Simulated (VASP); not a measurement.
# AlN: single point with r2SCAN

AlN:

```
Al N
1.0
    -3.11100    0.00000    0.00000
    -1.55550   -2.69421    0.00000
    -1.55535   -0.89798    9.95600
Al N
4 4
Cartesian
  -1.5555 -0.8981 8.9977
  -1.5555 -0.8981 4.0197
  -3.1110 -1.7961 1.5307
  -3.1110 -1.7961 6.5087
  -1.5555 -0.8981 0.9583
  -1.5555 -0.8981 5.9363
  -3.1110 -1.7961 3.4473
  -3.1110 -1.7961 8.4253
```

```
Program             : VASP 6.6.1
Task                : single point
Functional          : r2SCAN
Potentials or basis : VASP PAW PBE potentials, release 64 (Al, N)
Cutoff              : 520 eV
k mesh              : 8 × 8 × 3
Occupations         : gaussian, width 0.05 eV
Spin                : no spin polarisation
```

* Pressure: -1.4 GPa
* Largest force: 1.727 eV/Å
* Band gap on the k mesh: 3.18 eV, indirect (least direct gap 3.21 eV)

Forces on the atoms (eV/Å):
```
Al  -0.001  0.000 -0.014
Al   0.000  0.000 -0.033
Al   0.000  0.000  1.161
Al   0.000  0.000 -0.173
N    0.001  0.000  0.860
N    0.000  0.000 -0.069
N    0.000  0.000 -0.004
N    0.000  0.000 -1.727
```

Stress tensor (GPa, compression positive):
```
-6.85  0.00  0.00
 0.00 -6.85  0.00
 0.00  0.00  9.46
```

Levels at points of the mesh, in eV from the valence-band top:
```
           k point  band 13  band 14  band 15  band 16  band 17  band 18  band 19  band 20
(0.00, 0.00, 0.00)    -0.99    -0.88    -0.88    -0.03     3.18     5.80     6.47     7.18
(0.50, 0.00, 0.00)    -2.23    -1.74    -1.54    -0.47     4.03     4.65     5.77     6.09
(0.50, 0.50, 0.00)    -2.18    -1.91    -1.36    -0.16     3.70     4.33     5.86     6.39
```

Run time: 5.2 min on 1 thread of Intel(R) Xeon(R) Platinum 8488C (Sapphire Rapids), with other jobs on the host, peak memory 0.26 GiB.

Caveat: the PAW data sets were made with another functional, which shifts forces and pressure a little. A k mesh can miss the band edges.
